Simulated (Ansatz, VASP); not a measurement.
Two plane-wave programs on Si12Cl

```
Si Cl
1.0
     7.66669    0.00000    0.00000
     0.00000    5.42117    0.00000
     0.00000    0.00000   20.68775
Si Cl
12 1
Cartesian
  1.9167 0.0000 4.0000
  5.7500 0.0000 4.0000
  0.0000 1.3553 4.0000
  3.8333 1.3553 4.0000
  0.0000 2.7316 5.8663
  3.8333 2.7316 5.8663
  1.9167 4.0448 5.8663
  5.7500 4.0448 5.8663
  1.9167 0.0466 7.6878
  5.7500 0.0466 7.6878
  0.0000 1.3087 7.6878
  3.8333 1.3087 7.6878
  1.9167 0.9502 9.8878
```

Alike in both runs: task single point; functional PBE; dispersion D3(BJ); k mesh 4 × 5 × 1; occupations gaussian, width 0.05 eV; collinear spin.

```csv
,VASP,Ansatz
version,VASP 6.6.1,Ansatz 0.2.0
potentials or method,"VASP PAW PBE potentials, release 64 (Si, Cl), cutoff 400 eV","scalar-relativistic, plane waves, PAW"
valence electrons in the cell,55,55
```

Ansatz gave:

| Property | Result |
| --- | --- |
| gap on the k mesh at the Fermi level (eV) | none |
| rms of the force components (eV/Å) | 0.262 |
| net moment per atom (μB) | 0.07 |
| size of the moment on the site where the two differ most (μB) | 0.12 |

Q: What did VASP give for the same quantities?

A: gap on the k mesh at the Fermi level (eV): none; rms of the force components (eV/Å): 0.265; net moment per atom (μB): 0.07; size of the moment on the site where the two differ most (μB): 0.13.

Site moments also hang on the region over which each program counts them. Atom by atom the forces differ by 0.004 eV/Å (rms over components). A gap of «none» marks a metal or a gap that the smearing closes.
